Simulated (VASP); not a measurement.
Input of a VASP 6.6.1 run:

INCAR

```
SYSTEM = Si4HC4
PREC = Accurate
ENCUT = 520
EDIFF = 1E-6
ISMEAR = 0
SIGMA = 0.05
LREAL = .FALSE.
LASPH = .TRUE.
NELM = 150
ALGO = Normal
ISIF = 2
LWAVE = .FALSE.
LCHARG = .TRUE.
ISPIN = 2
MAGMOM = 0 0 0 0 0 0 0 0 1
LORBIT = 11
LDIPOL = .TRUE.
IDIPOL = 3
DIPOL = 0.5 0.5 0.321
GGA = PE
LELF = .TRUE.
LVHAR = .TRUE.
LVACPOTAV = .TRUE.
NBANDS = 30
```

Contents of KPOINTS:

```
Automatic mesh
0
G
  9 5 1
  0 0 0
```

The input POSCAR:

```
Si4HC4
1.0
    3.0920147307      0.0000000000      0.0000000000
    0.0000000000      5.0738209340      0.0000000000
    0.0000000000      0.0000000000     18.9686857191
Si C H
4 4 1
Direct
    0.0000000000      0.9954360513      0.2108738612
    0.5000000000      0.4954360513      0.2579297186
    0.5000000000      0.9936728499      0.3565277206
    0.0000000000      0.4650509319      0.3853429995
    0.0000000000      0.6195639487      0.2108738612
    0.5000000000      0.1195639487      0.2579297186
    0.5000000000      0.6250367811      0.3569005390
    0.0000000000      0.1238202602      0.3937376490
    0.0000000000      0.2904869269      0.4572526526
```

Potentials or basis: VASP PAW PBE potentials, release 64 (Si, C, H).

The run is started by

```console
$ cat potpaw_PBE.64/Si/POTCAR potpaw_PBE.64/C/POTCAR potpaw_PBE.64/H/POTCAR > POTCAR
$ mpirun -np 1 vasp_std > vasp.out
```

Problem. What does it give for the site moments?

Solution. Si +0.03, +0.01, +0.05 (each value once); C +0.01, +0.02, +0.10 (each value once); H +0.02 μB.

Problem. What does it give for the net moment?

Solution. 0.65 μB per cell.

Problem. What does it give for the largest force?

Solution. 2.880 eV/Å.

Forces on the atoms (eV/Å):
```
Si   0.000 -1.816  1.573
Si   0.000  0.818 -2.762
Si   0.000 -0.924 -1.106
Si   0.000  2.727  0.048
C    0.000  0.846  1.540
C    0.000  0.293  0.173
C    0.000 -0.292 -0.183
C    0.000 -0.850  0.736
H    0.000 -0.802 -0.019
```
